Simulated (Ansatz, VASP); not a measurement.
**One calculation of BaS, two programs**

```
Ba S
1.0
     0.00000    3.01717    3.01717
     3.01717    0.00000    3.01717
     3.01717    3.01717    0.00000
Ba S
1 1
Cartesian
  0.0000 0.0000 0.0000
  3.0172 3.0172 3.0172
```

Alike in both runs: task single point; functional PBEsol; k mesh 6 × 6 × 6; occupations gaussian, width 0.1 eV; no spin polarisation.

|  | VASP | Ansatz |
| --- | --- | --- |
| version | VASP 6.6.1 | Ansatz 0.2.0 |
| potentials or method | VASP PAW PBE potentials, release 64 (Ba_sv, S), cutoff 500 eV | scalar-relativistic, plane waves, PAW |
| valence electrons in the cell | 16 | 16 |

```csv
,VASP,Ansatz,Ansatz less VASP
gap on the k mesh at the Fermi level (eV),1.58,1.68,+0.097
least direct gap on the mesh (eV),1.58,1.68,+0.096
pressure (GPa),10.5,9.3,-1.16
```

VASP's potentials were made for PBE, not for PBEsol.

Neither program's run includes spin-orbit coupling.
